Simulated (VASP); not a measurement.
Runs of VASP 6.6.1 on Pb. The structure is that of space group Fm-3m (No. 225), or close to it. The cells are those of the table. 

| cell | further INCAR settings | gap on the mesh (eV) | pressure (GPa) |
| --- | --- | --- | --- |
| a = 3.493, b = 3.441, c = 3.441 Å, angles 61.0, 59.5, 59.5°, 1 atom | ALGO = Fast; EDIFF = 1e-06; NBANDS = 13 | none | 1.3 |
| a = 3.493, b = 3.572, c = 3.572 Å, angles 58.5, 60.7, 60.7°, 1 atom | ALGO = Fast; EDIFF = 1e-07; NBANDS = 13 | none | -2.1 |
| a = 3.493, b = 3.599, c = 3.599 Å, angles 58.1, 61.0, 61.0°, 1 atom | ALGO = Fast; EDIFF = 1e-06; NBANDS = 13 | none | -2.6 |
| a = 3.493, b = 3.586, c = 3.586 Å, angles 58.3, 60.9, 60.9°, 1 atom | ALGO = Fast; EDIFF = 1e-06; NBANDS = 13 | none | (a) |
| a = 3.493, b = 3.519, c = 3.519 Å, angles 59.5, 60.2, 60.2°, 1 atom | ALGO = Fast; EDIFF = 1e-06; NBANDS = 13 | none | (b) |

Alike in all rows: task single point; level PBEsol; potentials or basis VASP PAW PBE potentials, release 64 (Pb_d); no spin polarisation; k mesh 16 × 16 × 16; cutoff (eV) 520; smearing gaussian 0.15 eV.

Task: Estimate the missing entries.

Result: (a) -2.3; (b) -0.9.

Caveats: the PAW data sets were made with another functional, which shifts forces and pressure a little; spin-orbit coupling is left out, which moves the levels of the heavy elements.

A k mesh can miss the band edges, and the runs leave out spin-orbit coupling on Pb.

A gap of «none» marks levels without a gap at the run's occupations.
